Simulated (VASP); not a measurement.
Input of a VASP 6.6.1 run:

INCAR

```
SYSTEM = PbI2
PREC = Accurate ; ENCUT = 500
EDIFF = 1E-7 ; ISMEAR = 0
SIGMA = 0.02 ; LREAL = .FALSE.
LASPH = .TRUE. ; NELM = 120
ALGO = Normal ; ISIF = 4
LWAVE = .FALSE. ; LCHARG = .FALSE.
GGA = PE ; IBRION = 2
NSW = 50 ; EDIFFG = -0.01
GGA_COMPAT = .FALSE. ; NELMIN = 4
```

The input KPOINTS:

```
regular mesh
0
G
  6 6 4
  0 0 0
```

Contents of POSCAR:

```
PbI2
1.0
    4.6312862921      0.0000000000      0.0000000000
   -2.3156431461      4.0108115811      0.0000000000
    0.0000000000      0.0000000000      7.6126895901
Pb I
1 2
Direct
    0.0000000000      0.0000000000      0.0000000000
    0.3333333333      0.6666666667      0.2412822959
    0.6666666667      0.3333333333      0.7587177041
```

Potentials or basis: VASP PAW PBE potentials, release 64 (Pb_d, I).

The run is started by

```bash
$ cat potpaw_PBE.64/Pb_d/POTCAR potpaw_PBE.64/I/POTCAR > POTCAR
$ mpirun -np 1 vasp_std > vasp.out
```

**Question.** What does it give for the band gap on the k mesh?

**Answer.** 2.40 eV (least direct gap 2.45 eV).

Step by step:
```tsv
step	energy change (eV)	largest force (eV/Å)	pressure (GPa)	volume (Å³)
1	0.0000	0.1490	0.69	141.41
2	-0.0020	0.1238	0.61	141.41
3	-0.0057	0.0491	0.37	141.41
4	-0.0037	0.0964	-0.10	141.41
5	-0.0064	0.0015	0.20	141.41
6	-0.0068	0.0004	0.19	141.41
7	-0.0072	0.0016	0.14	141.41
```

Caveat: spin-orbit coupling is left out, which moves the levels of the heavy elements; this functional lacks dispersion, which binds the layers, so the pressure and a relaxed spacing across them are unreliable. A k mesh can miss the band edges.
